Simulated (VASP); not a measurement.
A run of VASP 6.6.1:

INCAR

```
PREC     = Accurate       # precision mode
ENCUT    = 520            # plane-wave cutoff, eV
EDIFF    = 1E-6           # SCF threshold, eV
ISMEAR   = 0              # smearing method
SIGMA    = 0.1            # smearing width, eV
LREAL    = False          # projectors in reciprocal space
LASPH    = True           # aspherical terms in the spheres
NELM     = 100            # most SCF steps
ALGO     = Normal         # electronic algorithm
ISIF     = 2              # what is computed and relaxed
LWAVE    = False          # write WAVECAR
LCHARG   = False          # write CHGCAR
GGA      = PE             # functional
NBANDS   = 22             # bands
```

Contents of KPOINTS:

```
Automatic mesh
0
Gamma
  6 4 4
```

File POSCAR:

```
Si2As
1.0
    3.7801871889      0.0000000000      0.0000000000
    0.0000000000      7.1389406385      0.0000000000
    0.0000000000      0.0000000000      4.8242658480
Si As
4 2
Direct
    0.0000000000      0.8326916511      0.4265013230
    0.0000000000      0.1673083489      0.4265013230
    0.5000000000      0.3326916511      0.5734986770
    0.5000000000      0.6673083489      0.5734986770
    0.0000000000      0.0000000000      0.9933396593
    0.5000000000      0.5000000000      0.0066603407
```

Potentials or basis: VASP PAW PBE potentials, release 64 (Si, As).

Launch:

```sh
$ cat potpaw_PBE.64/Si/POTCAR potpaw_PBE.64/As/POTCAR > POTCAR
$ mpirun -np 1 vasp_std > vasp.out
```

Hardware: 1 thread of Intel(R) Xeon(R) Platinum 8559C (Emerald Rapids) (shared host).

Task: Estimate the wall time of this run.

Result: Run time: 81 s on 1 thread of Intel(R) Xeon(R) Platinum 8559C (Emerald Rapids), with other jobs on the host, peak memory 0.26 GiB. Counts: scf iterations 13, k points 36.
